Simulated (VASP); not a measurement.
# AlCo3 (Pm-3m) in VASP: notebook

AlCo3 is run at these levels: r2SCAN, r2SCAN+rVV10, r2SCAN+D3(BJ); tasks: single point.

Everything below comes from runs of VASP 6.6.1. Logs are shortened: lines on timing, memory, paths and dates and some standing lists are left out, and cuts for length are marked.

## 1. The cell of the first run

It takes space group Pm-3m (No. 221, cubic). The conventional cell has a = 3.497 Å, b = 3.497 Å, c = 3.497 Å, α = 90.00°, β = 90.00°, γ = 90.00°. Al (site symmetry m-3m) has 12 Co at 2.47 Å within 3.3 Å. Within 3.3 Å of Co (site symmetry 4/mmm) lie 4 Al at 2.47 Å and 8 Co at 2.47 Å.

## 2. Single point, r2SCAN

Input file POSCAR:

```
AlCo3
1.0
    3.4973102932      0.0000000000      0.0000000000
    0.0000000000      3.4973102932      0.0000000000
    0.0000000000      0.0000000000      3.4973102932
Al Co
1 3
Direct
    0.0000000000      0.0000000000      0.0000000000
    0.5000000000      0.5000000000      0.0000000000
    0.5000000000      0.0000000000      0.5000000000
    0.0000000000      0.5000000000      0.5000000000
```

Input file INCAR.step1:

```
SYSTEM = AlCo3
PREC = Accurate ; ENCUT = 520
ISMEAR = 0 ; SIGMA = 0.1
LREAL = .False. ; LASPH = .True.
NELM = 60 ; NBANDS = 23
GGA = PE ; ALGO = Normal
EDIFF = 1E-4 ; LWAVE = .True.
LCHARG = .False.
```

Input file INCAR.step2:

```
SYSTEM = AlCo3
PREC = Accurate ; ENCUT = 520
EDIFF = 1E-6 ; ISMEAR = 0
SIGMA = 0.1 ; LREAL = .False.
LASPH = .True. ; NELM = 60
ALGO = Normal ; ISIF = 2
LWAVE = .False. ; LCHARG = .True.
METAGGA = R2SCAN ; LMIXTAU = .True.
LELF = .True. ; LVHAR = .True.
NBANDS = 23 ; ISTART = 1
```

Input file KPOINTS:

```
regular mesh
0
Gamma
  12 12 12
  0 0 0
```

Potentials or basis: VASP PAW PBE potentials, release 64 (Al, Co).

Run with:

```sh
cat potpaw_PBE.64/Al/POTCAR potpaw_PBE.64/Co/POTCAR > POTCAR
cp INCAR.step1 INCAR
mpirun -np 1 vasp_std > vasp.out
cp INCAR.step2 INCAR
mpirun -np 1 vasp_std > vasp.out
```

OUTCAR:

```text
SYSTEM = AlCo3
   PREC = Accurate
   ENCUT = 520
   EDIFF = 1E-6
   ISMEAR = 0
   LREAL = .False.
   LASPH = .True.
   NELM = 60
   ISIF = 2
   METAGGA = R2SCAN
   ISTART = 1

 ion  position               nearest neighbor table
   1  0.000  0.000  0.000-   2 2.47   3 2.47   4 2.47   3 2.47   4 2.47   2 2.47   4 2.47   4 2.47
                             2 2.47   3 2.47   3 2.47   2 2.47
   2  0.500  0.500  0.000-   1 2.47   3 2.47   4 2.47   3 2.47   4 2.47   1 2.47   3 2.47   3 2.47
                             1 2.47   4 2.47   4 2.47   1 2.47
   3  0.500  0.000  0.500-   1 2.47   2 2.47   4 2.47   1 2.47   2 2.47   2 2.47   4 2.47   2 2.47
                             1 2.47   4 2.47   1 2.47   4 2.47
   4  0.000  0.500  0.500-   1 2.47   2 2.47   3 2.47   1 2.47   2 2.47   1 2.47   3 2.47   1 2.47
                             2 2.47   3 2.47   2 2.47   3 2.47

  LATTYP: Found a simple cubic cell.
 ALAT       =     3.4973102932

  Lattice vectors:

 A1 = (   3.4973102932,   0.0000000000,   0.0000000000)
 A2 = (   0.0000000000,   3.4973102932,   0.0000000000)
 A3 = (   0.0000000000,   0.0000000000,   3.4973102932)

Analysis of symmetry for initial positions (statically):
=====================================================================
 Subroutine PRICEL returns:
 Original cell was already a primitive cell.

 Routine SETGRP: Setting up the symmetry group for a
 simple cubic supercell.

 Subroutine GETGRP returns: Found 48 space group operations
 (whereof 48 operations were pure point group operations)
 out of a pool of 48 trial point group operations.

The static configuration has the point symmetry O_h .

Analysis of symmetry for dynamics (positions and initial velocities):
=====================================================================
 Subroutine PRICEL returns:
 Original cell was already a primitive cell.

 Routine SETGRP: Setting up the symmetry group for a
 simple cubic supercell.

 Subroutine GETGRP returns: Found 48 space group operations
 (whereof 48 operations were pure point group operations)
 out of a pool of 48 trial point group operations.

The dynamic configuration has the point symmetry O_h .

 Subroutine INISYM returns: Found 48 space group operations
 (whereof 48 operations are pure point group operations),
 and found     1 'primitive' translations

----------------------------------------------------------------------------------------

                                     Primitive cell

  volume of cell :      42.7762

  direct lattice vectors                    reciprocal lattice vectors
     3.497310293  0.000000000  0.000000000     0.285934022  0.000000000  0.000000000
     0.000000000  3.497310293  0.000000000     0.000000000  0.285934022  0.000000000
     0.000000000  0.000000000  3.497310293     0.000000000  0.000000000  0.285934022

  length of vectors
     3.497310293  3.497310293  3.497310293     0.285934022  0.285934022  0.285934022

  position of ions in fractional coordinates (direct lattice)
     0.000000000  0.000000000  0.000000000
     0.500000000  0.500000000  0.000000000
     0.500000000  0.000000000  0.500000000
     0.000000000  0.500000000  0.500000000

  ion indices of the primitive-cell ions
   primitive index   ion index
                 1           1
                 2           2
                 3           3
                 4           4

----------------------------------------------------------------------------------------

 KPOINTS: regular mesh

Automatic generation of k-mesh.
 Grid dimensions read from file:
 generate k-points for:   12   12   12

 Generating k-lattice:

  Cartesian coordinates                     Fractional coordinates (reciprocal lattice)
     0.023827835  0.000000000  0.000000000     0.083333333  0.000000000  0.000000000
     0.000000000  0.023827835  0.000000000     0.000000000  0.083333333  0.000000000
     0.000000000  0.000000000  0.023827835     0.000000000  0.000000000  0.083333333

  Length of vectors
     0.023827835  0.023827835  0.023827835

  Shift w.r.t. Gamma in fractional coordinates (k-lattice)
     0.000000000  0.000000000  0.000000000

 Subroutine IBZKPT returns following result:
 ===========================================

 Found     84 irreducible k-points:

 Following reciprocal coordinates:
            Coordinates               Weight
  0.000000  0.000000  0.000000      1.000000
  0.083333  0.000000  0.000000      6.000000
  0.166667  0.000000  0.000000      6.000000
  0.250000  0.000000  0.000000      6.000000
  0.333333  0.000000  0.000000      6.000000
  0.416667  0.000000  0.000000      6.000000
[... 16 lines left out ...]
  0.333333  0.333333  0.000000     12.000000
  0.416667  0.333333  0.000000     24.000000
 [... further k-points ...]
   k-points           NKPTS =     84   k-points in BZ     NKDIM =     84   number of bands    NBANDS=     23
   number of dos      NEDOS =    301   number of ions     NIONS =      4
   total plane-waves  NPLWV =  21952
   dimension x,y,z NGX =    28 NGY =   28 NGZ =   28
   dimension x,y,z NGXF=    56 NGYF=   56 NGZF=   56
   ions per type =               1   3
   NGX,Y,Z   is equivalent  to a cutoff of  13.31, 13.31, 13.31 a.u.
   NGXF,Y,Z  is equivalent  to a cutoff of  26.62, 26.62, 26.62 a.u.
 SYSTEM =  AlCo3
   PREC   = accura    normal or accurate (medium, high low for compatibility)
   ISTART =      1    job   : 0-new  1-cont  2-samecut
   ICHARG =      0    charge: 1-file 2-atom 10-const
   ISPIN  =      1    spin polarized calculation?
   LNONCOLLINEAR =      F non collinear calculations
   LSORBIT =      F    spin-orbit coupling
   LASPH  =      T    aspherical Exc in radial PAW
   ENCUT  =  520.0 eV  38.22 Ry    6.18 a.u.   6.50  6.50  6.50*2*pi/ulx,y,z
   NELM   =     60;   NELMIN=  2; NELMDL=  0     # of ELM steps
   EDIFF  = 0.1E-05   stopping-criterion for ELM
   LREAL  =      F    real-space projection
   EDIFFG = 0.1E-04   stopping-criterion for IOM
   NSW    =      0    number of steps for IOM
   IBRION =     -1    ionic relax: 0-MD 1-quasi-New 2-CG
   NFREE  =      0    steps in history (QN), initial steepest desc. (CG)
   ISIF   =      2    stress and relaxation
   ISYM   =      2    0-nonsym 1-usesym 2-fastsym
   POTIM  = 0.5000    time-step for ionic-motion
   TEBEG  =    0.0;   TEEND  =   0.0 temperature during run
   PSTRESS=    0.0 pullay stress
   NELECT =      30.0000    total number of electrons
   NUPDOWN=      -1.0000    fix difference up-down
   EMIN   =  10.00;   EMAX   =-10.00  energy-range for DOS
   EFERMI =   0.00;   METHOD = LEGACY
   ISMEAR =     0;   SIGMA  =   0.10  broadening in eV -4-tet -1-fermi 0-gaus
   EFERMI_NEDOS =   21; number of points for ismear=-14 and -15
   IALGO  =     38    algorithm
   IMIX   =      4    mixing-type and parameters
     AMIX     =   0.40;   BMIX     =  1.00
     AMIX_MAG =   1.60;   BMIX_MAG =  1.00
  volume/ion in A,a.u.               =      10.69        72.17
  Fermi-wavevector in a.u.,A,eV,Ry     =   1.454502  2.748611 28.784172  2.115577
  Thomas-Fermi vector in A             =   2.571646
   LORBIT       =      0    0 simple, 1 ext, 2 COOP (PROOUT), +10 PAW based schemes
   METAGGA = R2SCAN    functional components
   LHFCALC =     F    Hartree Fock is set to
   AEXX    =    0.0000 exact exchange contribution
   IVDW    =     0    specifies the selected vdW correction
   LEPSILON=     F    determine dielectric tensor
   LRPA    =     F    only Hartree local field effects (RPA)
 non-spin polarized calculation
 Gauss-broadening in eV      SIGMA  =   0.10
  energy-cutoff  :      520.00
  volume of cell :       42.78
 maximum number of plane-waves:      1189
 NGX is ok and might be reduce to    28
   NGX = 13   NGY = 13   NGZ = 13

 number of electron      29.9999963 magnetization

 Free energy of the ion-electron system (eV)
  ---------------------------------------------------
  ext. energy  EPLUGINS =         0.00000000
  ---------------------------------------------------
  free energy    TOTEN  =       -46.19170313 eV

  energy without entropy =      -46.16011288  energy(sigma->0) =      -46.17590801

 E-fermi :  10.5093     XC(G=0): -14.2060

 val. band max:       10.5019412957   @ k =   0.3333   0.1667   0.0000
 cond. band min:      10.5109326852   @ k =   0.2500   0.2500   0.0000
 fundamental gap:      0.0089913895
 Fermi energy:        10.5092655836

 k-point     1 :       0.0000    0.0000    0.0000
  band No.  band energies     occupation
      1      -0.0843      2.00000
      2       5.7539      2.00000
      3       6.7351      2.00000
      4       6.7351      2.00000
      5       7.2516      2.00000
      6       7.2516      2.00000
[... 15 lines left out ...]
     22      19.4917      0.00000
     23      24.1811      0.00000

 k-point     2 :       0.0833    0.0000    0.0000
  band No.  band energies     occupation
      1       0.0091      2.00000
      2       5.7904      2.00000
      3       6.6725      2.00000
      4       6.8007      2.00000
      5       7.2659      2.00000
      6       7.2659      2.00000
[... 15 lines left out ...]
     22      19.7466      0.00000
     23      23.7697      0.00000

 k-point     3 :       0.1667    0.0000    0.0000
  band No.  band energies     occupation
      1       0.2869      2.00000
      2       5.8575      2.00000
      3       6.4867      2.00000
      4       6.9905      2.00000
      5       7.3064      2.00000
      6       7.3064      2.00000
[... 15 lines left out ...]
     22      20.7382      0.00000
     23      22.5269      0.00000
[... 495 lines left out ...]
 k-point    23 :       0.3333    0.3333    0.0000
  band No.  band energies     occupation
      1       2.6583      2.00000
      2       5.7814      2.00000
      3       5.9131      2.00000
      4       7.1838      2.00000
      5       7.3351      2.00000
      6       7.8553      2.00000
[... 15 lines left out ...]
     22      20.6881      0.00000
     23      21.4802      0.00000

 k-point    24 :       0.4167    0.3333    0.0000
  band No.  band energies     occupation
      1       3.2956      2.00000
      2       5.1395      2.00000
      3       6.1353      2.00000
      4       7.2444      2.00000
      5       7.3472      2.00000
      6       8.0349      2.00000
[... 15 lines left out ...]
     22      19.7590      0.00000
     23      21.7421      0.00000

 [... further k-points ...]

------------------------ aborting loop because EDIFF is reached ----------------------------------------

  FORCE on cell =-STRESS in cart. coord.  units (eV):
  Direction    XX          YY          ZZ          XY          YZ          ZX
  --------------------------------------------------------------------------------------
  -------------------------------------------------------------------------------------
  Total       -0.0244691     -0.0244691     -0.0244691      0.0000000      0.0000000     -0.0000000
  in kB       -0.9164872     -0.9164872     -0.9164872      0.0000000      0.0000000     -0.0000000
  external PRESSURE =      -0.9164872 kB  Pullay stress =       0.0000000 kB

 VOLUME and BASIS-vectors are now :
 -----------------------------------------------------------------------------
  energy-cutoff  :      520.00
  volume of cell :       42.78
      direct lattice vectors                 reciprocal lattice vectors
     3.497310293  0.000000000  0.000000000     0.285934022  0.000000000  0.000000000
     0.000000000  3.497310293  0.000000000     0.000000000  0.285934022  0.000000000
     0.000000000  0.000000000  3.497310293     0.000000000  0.000000000  0.285934022

 POSITION                                       TOTAL-FORCE (eV/Angst)
 -----------------------------------------------------------------------------------
      0.00000      0.00000      0.00000         0.000000      0.000000      0.000000
      1.74866      1.74866      0.00000         0.000000      0.000000      0.000000
      1.74866      0.00000      1.74866         0.000000      0.000000      0.000000
      0.00000      1.74866      1.74866         0.000000      0.000000      0.000000
 -----------------------------------------------------------------------------------
    total drift:                                0.000000      0.000000      0.000000

  FREE ENERGIE OF THE ION-ELECTRON SYSTEM (eV)
  ---------------------------------------------------
  free  energy   TOTEN  =       -46.1917031336 eV

  energy  without entropy=      -46.1601128784  energy(sigma->0) =      -46.17590801
```

Run time: 5 min. Hardware: 1 thread of Intel Xeon 8259CL, shared host; peak memory 0.21 GiB.

Results:

| Item | Value |
| --- | --- |
| Free energy | -46.1917 eV |
| Pressure | -0.1 GPa |
| Band gap on the k mesh | zero (bands 15 and 16 overlap by 1.21 eV) |

Caveat: the PAW data sets were made with another functional, which shifts forces and pressure a little; the run has no spin polarisation, though such a crystal can be magnetic. Spin polarisation is off, so any magnetic state and its effect on volume and gap are missing.

[end of part 1 of 2]
